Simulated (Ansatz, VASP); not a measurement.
**C: VASP beside Ansatz**

```
CELL_PARAMETERS angstrom
0.00000 1.77683 1.77683
1.77683 0.00000 1.77683
1.77683 1.77683 0.00000
ATOMIC_POSITIONS crystal
C 0.00000 0.00000 0.00000
C 0.25000 0.25000 0.25000
```

Alike in both runs: task single point; functional PBEsol; k mesh 12 × 12 × 12; occupations gaussian, width 0.02 eV; no spin polarisation.

```csv
,VASP,Ansatz
version,VASP 6.6.1,Ansatz 0.2.0
potentials or method,"VASP PAW PBE potentials, release 64 (C), cutoff 600 eV","scalar-relativistic, plane waves, PAW"
valence electrons in the cell,8,8
```

```csv
,VASP,Ansatz,Ansatz less VASP
gap on the k mesh at the Fermi level (eV),4.06,4.07,+0.007
least direct gap on the mesh (eV),5.57,5.57,+0.001
pressure (GPa),0.5,0.0,-0.47
```

VASP's potentials were made for PBE, not for PBEsol, and Ansatz warns of the same on its side.
